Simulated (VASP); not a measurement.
Cu, 1 atom in the cell. Symmetry: Fm-3m, No. 225, cubic system. The conventional cell has a = 3.518 Å, b = 3.518 Å, c = 3.518 Å, α = 90.00°, β = 90.00°, γ = 90.00°. Within 3.3 Å of Cu (site symmetry m-3m) lie 12 Cu at 2.49 Å. 

```yaml
Program: VASP 6.6.1
Task: single point
Functional: LDA
Potentials_or_basis: VASP PAW LDA potentials, release 64 (Cu)
Cutoff: 520 eV
k_mesh: 25 × 25 × 25
Occupations: fermi-dirac, width 0.1 eV
Spin: no spin polarisation
Dipole_correction: no
Further_INCAR_settings: ALGO = Normal; EDIFF = 1e-07; NBANDS = 12
```

Potentials or basis: VASP PAW LDA potentials, release 64 (Cu).

The run is started by

```console
$ cat potpaw_LDA.64/Cu/POTCAR > POTCAR
$ mpirun -np 1 vasp_std > vasp.out
```

Hardware: 1 thread of Intel Xeon 6975P-C (shared host).

Task: Estimate the wall time of this run.

Result: Wall time 31 s on 1 thread of Intel Xeon 6975P-C, on a shared host, peak memory 0.16 GiB. Counts: scf iterations 12, k points 455.
